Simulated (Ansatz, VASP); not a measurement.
**ZrB2: VASP beside Ansatz**

File INCAR:

```
SYSTEM = ZrB2
ALGO = Normal ; EDIFF = 1E-7
ENCUT = 520 ; GGA = CA
ISIF = 2 ; ISMEAR = 0
LASPH = .TRUE. ; LCHARG = .TRUE.
LELF = .TRUE. ; LREAL = .FALSE.
LVHAR = .TRUE. ; LWAVE = .FALSE.
NBANDS = 16 ; NELM = 60
PREC = Accurate ; SIGMA = 0.15
```

File KPOINTS:

```
k-points
0
G
  15 15 12
  0 0 0
```

POSCAR

```
ZrB2
1.0
    3.1639000000      0.0000000000      0.0000000000
   -1.5819500000      2.7400177750      0.0000000000
    0.0000000000      0.0000000000      3.6633000000
Zr B
1 2
Direct
    0.0000000000      0.0000000000      0.0000000000
    0.3333333333      0.6666666667      0.5000000000
    0.6666666667      0.3333333333      0.5000000000
```

Input for Ansatz:

```yaml
crystal:
  lattice:
    - [3.1639, 0.0, 0.0]
    - [-1.58195, 2.740017775, 0.0]
    - [0.0, 0.0, 3.6633]
  atoms:
    - { symbol: Zr, position: [0.0, 0.0, 0.0] }
    - { symbol: B, position: [0.3333333333, 0.6666666667, 0.5] }
    - { symbol: B, position: [0.6666666667, 0.3333333333, 0.5] }
basis:
  ecutwfc: 520.0
kpoints:
  mp_grid: { grid: [15, 15, 12] }
hamiltonian:
  xc: lda
  pseudopotentials: { kind: paw }
scf:
  occupations: { method: gaussian, width: 0.15 }
output:
  forces: true
  stress: true
  eigenvalues: true
```

Alike in both runs: task single point; functional LDA; k mesh 15 × 15 × 12; occupations gaussian, width 0.15 eV; no spin polarisation.

|  | VASP | Ansatz |
| --- | --- | --- |
| version | VASP 6.6.1 | Ansatz 0.2.0 |
| potentials or method | VASP PAW LDA potentials, release 64 (Zr_sv, B), cutoff 520 eV | scalar-relativistic, plane waves, PAW |
| valence electrons in the cell | 18 | 18 |

VASP gave:

| Property | Result |
| --- | --- |
| gap on the k mesh at the Fermi level (eV) | none |
| pressure (GPa) | -14.6 |
| traceless stress, the component that is largest in VASP (GPa) | -7.22 |

Q: What did Ansatz give for the same quantities?

A: gap on the k mesh at the Fermi level (eV): none; pressure (GPa): -15.0; traceless stress, the component that is largest in VASP (GPa): -7.24.

LDA's correlation is that of Perdew and Zunger in VASP and of Perdew and Wang (1992) in Ansatz. A gap of «none» marks a metal or a gap that the smearing closes.
